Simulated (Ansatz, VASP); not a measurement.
Two plane-wave programs on BeTe

```
Be Te
1.0
     0.00000    2.82862    2.82862
     2.82862    0.00000    2.82862
     2.82862    2.82862    0.00000
Be Te
1 1
Cartesian
  0.0000 0.0000 0.0000
  1.4143 1.4143 1.4143
```

Alike in both runs: task single point; functional LDA; k mesh 6 × 6 × 6; no spin polarisation.

|  | VASP | Ansatz |
| --- | --- | --- |
| version | VASP 6.6.1 | Ansatz 0.2.0 |
| potentials or method | VASP PAW LDA potentials, release 64 (Be, Te) | plane waves |
| plane-wave cutoff (eV) | 600 | 420 |
| occupations | gaussian, width 0.01 eV | fixed |
| valence electrons in the cell | 8 | 18 |

Ansatz gave:

* gap on the k mesh at the Fermi level (eV): 1.92
* pressure (GPa): -3.1

Task: Estimate VASP's values.

Result: gap on the k mesh at the Fermi level (eV): 1.90; pressure (GPa): -2.9.

LDA's correlation is that of Perdew and Zunger in VASP and of Perdew and Wang (1992) in Ansatz. VASP's potentials hold 8 valence electrons a cell and Ansatz's 18, so a difference there can come from the potentials and not from the codes.

Spin-orbit coupling is off throughout.
